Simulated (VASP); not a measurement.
Write the native input for VASP 6.6.1 that does the following.

```
Task                   : single point
Functional             : PBEsol
Potentials or basis    : VASP PAW PBE potentials, release 64 (W_sv, Se)
Cutoff                 : 520 eV
k mesh                 : 9 × 9 × 2
Occupations            : gaussian, width 0.05 eV
Spin                   : no spin polarisation
Dipole correction      : no
Further INCAR settings : ALGO = Normal; EDIFF = 1e-06; NBANDS = 35
```

The structure of WSe2 lies in POSCAR:

```
WSe2
1.0
   -3.2711504052      0.0000000000      0.0000000000
   -1.6355752026     -2.8328993505      0.0000000000
    0.0000000000      0.0000000000     12.9206689562
W Se
2 4
Direct
    0.3333333333      0.3333333333      0.7674139590
    0.6666666667      0.6666666667      0.2558046530
    0.3333333333      0.3333333333      0.1262510370
    0.6666666667      0.6666666667      0.6378603430
    0.3333333333      0.3333333333      0.3853582691
    0.6666666667      0.6666666667      0.8969675751
```

The input as run:

INCAR

```
SYSTEM = WSe2
PREC     = Accurate       ! precision mode
ENCUT    = 520            ! plane-wave cutoff, eV
EDIFF    = 1E-6           ! SCF threshold, eV
ISMEAR   = 0              ! smearing method
SIGMA    = 0.05           ! smearing width, eV
LREAL    = .FALSE.        ! projectors in reciprocal space
LASPH    = .TRUE.         ! aspherical terms in the spheres
NELM     = 60             ! most SCF steps
ALGO     = Normal         ! electronic algorithm
ISIF     = 2              ! what is computed and relaxed
LWAVE    = .FALSE.        ! write WAVECAR
LCHARG   = .FALSE.        ! write CHGCAR
GGA      = PS             ! functional
NBANDS   = 35             ! bands
```

KPOINTS

```
regular mesh
0
G
  9 9 2
  0 0 0
```

Potentials or basis: VASP PAW PBE potentials, release 64 (W_sv, Se).

Launch:

```console
$ cat potpaw_PBE.64/W_sv/POTCAR potpaw_PBE.64/Se/POTCAR > POTCAR
$ mpirun -np 1 vasp_std > vasp.out
```

Results of the run:

| Property | Result |
| --- | --- |
| Pressure | 0.8 GPa |
| Largest force | 0.064 eV/Å |
| Band gap on the k mesh | 1.00 eV, indirect (least direct gap 1.57 eV) |

Caveat: the PAW data sets were made with another functional, which shifts forces and pressure a little; spin-orbit coupling is left out, which moves the levels of the heavy elements; this functional lacks dispersion, which binds the layers, so the pressure and a relaxed spacing across them are unreliable.

Run time: 33 s on 1 thread of Intel(R) Xeon(R) 6975P-C (Granite Rapids), with other jobs on the host, peak memory 0.26 GiB.
